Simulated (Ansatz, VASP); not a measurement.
**BeTe in VASP and in Ansatz**

Contents of POSCAR:

```
BeTe
1.0
    0.0000000000      2.6803100000      2.6803100000
    2.6803100000      0.0000000000      2.6803100000
    2.6803100000      2.6803100000      0.0000000000
Be Te
1 1
Direct
    0.5000000000      0.5000000000      0.5000000000
    0.0000000000      0.0000000000      0.0000000000
```

INCAR.step1

```
SYSTEM = BeTe
ALGO = Normal ; EDIFF = 1E-5
ENCUT = 600 ; GGA = PE
ISMEAR = -1 ; LASPH = .TRUE.
LCHARG = .FALSE. ; LREAL = .FALSE.
LWAVE = .TRUE. ; NBANDS = 11
NELM = 100 ; PREC = Accurate
SIGMA = 0.05
```

INCAR.step2

```
SYSTEM = BeTe
AEXX = 0.2 ; AGGAC = 0.81
AGGAX = 0.72 ; ALDAC = 0.19
ALGO = Normal ; EDIFF = 1E-7
EDIFFG = -0.01 ; ENCUT = 600
GGA = B3 ; IBRION = 2
ISIF = 3 ; ISMEAR = -1
ISTART = 1 ; LASPH = .TRUE.
LCHARG = .FALSE. ; LHFCALC = .TRUE.
LREAL = .FALSE. ; LWAVE = .FALSE.
NELM = 100 ; NSW = 60
PREC = Accurate ; PRECFOCK = Normal
SIGMA = 0.05
```

KPOINTS

```
k-points
0
G
  5 5 5
  0 0 0
```

The input input.yaml:

```yaml
crystal:
  lattice:
    - [0.0, 2.68031, 2.68031]
    - [2.68031, 0.0, 2.68031]
    - [2.68031, 2.68031, 0.0]
  atoms:
    - { symbol: Be, position: [0.5, 0.5, 0.5] }
    - { symbol: Te, position: [0.0, 0.0, 0.0] }
hamiltonian:
  xc: b3lyp
  pseudopotentials: { kind: paw }
kpoints:
  mp_grid: { grid: [5, 5, 5] }
scf:
  occupations: { method: fermi_dirac, width: 0.05 }
output:
  forces: true
  stress: true
  eigenvalues: true
relax:
  f_tol: 0.01
  max_steps: 40
  cell: { stress_tol: 0.05 }
```

Alike in both runs: task relaxation of cell and atoms; functional B3LYP; k mesh 5 × 5 × 5; occupations fermi-dirac, width 0.05 eV; no spin polarisation.

|  | VASP | Ansatz |
| --- | --- | --- |
| version | VASP 6.6.1 | Ansatz 0.2.0 |
| potentials or method | VASP PAW PBE potentials, release 64 (Be, Te) | Ansatz PAW |
| plane-wave cutoff (eV) | 600 | 420 |
| valence electrons in the cell | 8 | 18 |

```tsv
	VASP	Ansatz	Ansatz less VASP
gap on the k mesh at the Fermi level, each at its own relaxed structure (eV)	none	none	-
relaxed volume (Å³/atom)	20.14	20.16	+0.023
relaxed length of the cell vector where the two differ most in proportion (Å)	3.848	3.849	+0.0015
```

VASP's potentials were made for PBE, not for B3LYP. A gap of «none» marks a metal or a gap that the smearing closes. VASP's potentials hold 8 valence electrons a cell and Ansatz's 18, so a difference there can come from the potentials and not from the codes.

The k mesh is coarse, so the values compare programs but aren't converged. Spin-orbit coupling is off throughout. Noted on Ansatz's run: the plane-wave basis is chosen anew once the cell has moved, so the energies of steps on either side of that aren't comparable.
